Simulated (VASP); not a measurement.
Set up this calculation in VASP 6.6.1, as the native input.

```
Task                   : single point
Functional             : LDA
Potentials or basis    : VASP PAW LDA potentials, release 64 (Au, Ca_sv)
Cutoff                 : 520 eV
k mesh                 : 8 × 8 × 8
Occupations            : fermi-dirac, width 0.1 eV
Spin                   : no spin polarisation
Dipole correction      : no
Further INCAR settings : ALGO = Normal; EDIFF = 1e-07; NBANDS = 42
```

The structure of CaAu5 lies in POSCAR:

```
CaAu5
1.0
    0.0000000000      3.7786482324      3.7786482324
    3.7786482324      0.0000000000      3.7786482324
    3.7786482324      3.7786482324      0.0000000000
Au Ca
5 1
Direct
    0.2500000000      0.2500000000      0.2500000000
    0.6247160385      0.6247160385      0.6247160385
    0.1258518844      0.6247160385      0.6247160385
    0.6247160385      0.6247160385      0.1258518844
    0.6247160385      0.1258518844      0.6247160385
    0.0000000000      0.0000000000      0.0000000000
```

The input as run:

INCAR

```
SYSTEM = CaAu5
  PREC = Accurate
  ENCUT = 520
  EDIFF = 1E-7
  ISMEAR = -1
  SIGMA = 0.1
  LREAL = .False.
  LASPH = .True.
  NELM = 80
  ALGO = Normal
  ISIF = 2
  LWAVE = .False.
  LCHARG = .True.
  GGA = CA
  LELF = .True.
  LVHAR = .True.
  NBANDS = 42
```

KPOINTS

```
regular mesh
0
Gamma
  8 8 8
  0 0 0
```

Potentials or basis: VASP PAW LDA potentials, release 64 (Au, Ca_sv).

Launch:

```sh
$ cat potpaw_LDA.64/Au/POTCAR potpaw_LDA.64/Ca_sv/POTCAR > POTCAR
$ mpirun -np 1 vasp_std > vasp.out
```

It gave:

- Pressure: 5.5 GPa
- Band gap on the k mesh: zero (an odd number of electrons rules out a gap without spin polarisation)

Caveat: the cell stands under pressure; spin-orbit coupling is left out, which moves the levels of the heavy elements.

Wall time 4.6 min on 1 thread of Oxide Virtual Turin-like Processor, on a shared host, peak memory 0.23 GiB.
